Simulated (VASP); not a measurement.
The system is SiC (Moissanite).

```
Si C
1.0
     3.07600    0.00000    0.00000
    -1.53800    2.66389    0.00000
     0.00000    0.00000    5.04800
Si C
2 2
Cartesian
  1.5380 0.8880 2.5240
  0.0000 1.7759 0.0000
  1.5380 0.8880 4.4675
  0.0000 1.7759 1.9435
```

| Quantity | Value |
| --- | --- |
| Program | VASP 6.6.1 |
| Task | relaxation of cell and atoms |
| Functional | SVWN5 |
| Potentials or basis | VASP PAW PBE potentials, release 64 (Si, C) |
| Cutoff | 600 eV |
| k mesh | 10 × 10 × 5 |
| Occupations | fermi-dirac, width 0.05 eV |
| Spin | no spin polarisation |

At the start: pressure -2.9 GPa; volume 10.34 Å³/atom.

Task: Where does the relaxation end?

Result: Over 8 steps the energy falls by 10.4 meV/atom and the volume is 10.19 Å³/atom (-1.4 %); space group P6_3mc (No. 186, to 0.05 Å).

The path:
```tsv
step	energy change (eV)	largest force (eV/Å)	pressure (GPa)	volume (Å³)
1	0.0000	0.7424	-2.93	41.36
2	-0.0065	0.6805	3.30	40.24
3	-0.0389	0.0716	0.09	40.75
4	-0.0389	0.0558	0.16	40.74
5	-0.0415	0.0136	0.23	40.73
6	-0.0416	0.0027	0.22	40.73
7	-0.0416	0.0024	-0.19	40.81
8	-0.0416	0.0001	0.00	40.77
```

Final structure:
```
Si C
1.0
     3.06110    0.00000    0.00000
    -1.53055    2.65099    0.00000
     0.00000    0.00000    5.02424
Si C
2 2
Direct
  0.66667 0.33333 0.50461
  0.33333 0.66667 0.00461
  0.66667 0.33333 0.88039
  0.33333 0.66667 0.38039
```

Caveat: the PAW data sets were made with another functional, which shifts forces and pressure a little.
